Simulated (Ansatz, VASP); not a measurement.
## SnO2: VASP beside Ansatz

```xyz
3
Lattice="1.6171 0.9336 4.8006 -1.6171 0.9336 4.8006 0.0000 -1.8673 4.8006" Properties=species:S:1:pos:R:3 pbc="T T T"
Sn    0.0000    0.0000    7.2009
O     0.0000    0.0000    3.4157
O     0.0000    0.0000   10.9861
```

Alike in both runs: task single point; functional PBEsol; k mesh 12 × 12 × 12; occupations gaussian, width 0.05 eV; no spin polarisation.

|  | VASP | Ansatz |
| --- | --- | --- |
| version | VASP 6.6.1 | Ansatz 0.2.0 |
| potentials or method | VASP PAW PBE potentials, release 64 (Sn_d, O), cutoff 520 eV | scalar-relativistic, plane waves, PAW |
| valence electrons in the cell | 26 | 26 |

|  | VASP | Ansatz | Ansatz less VASP |
| --- | --- | --- | --- |
| gap on the k mesh at the Fermi level (eV) | 1.85 | 1.87 | +0.021 |
| least direct gap on the mesh (eV) | 1.97 | 1.98 | +0.017 |
| pressure (GPa) | -4.6 | -5.1 | -0.51 |
| traceless stress, the component that is largest in VASP (GPa) | 1.01 | 1.37 | +0.364 |
| rms of the force components (eV/Å) | 0.163 | 0.186 | +0.0223 |

VASP's potentials were made for PBE, not for PBEsol. Atom by atom the forces differ by 0.022 eV/Å (rms over components). The functional is the same, so the differences come from potentials, cutoffs and numerics.
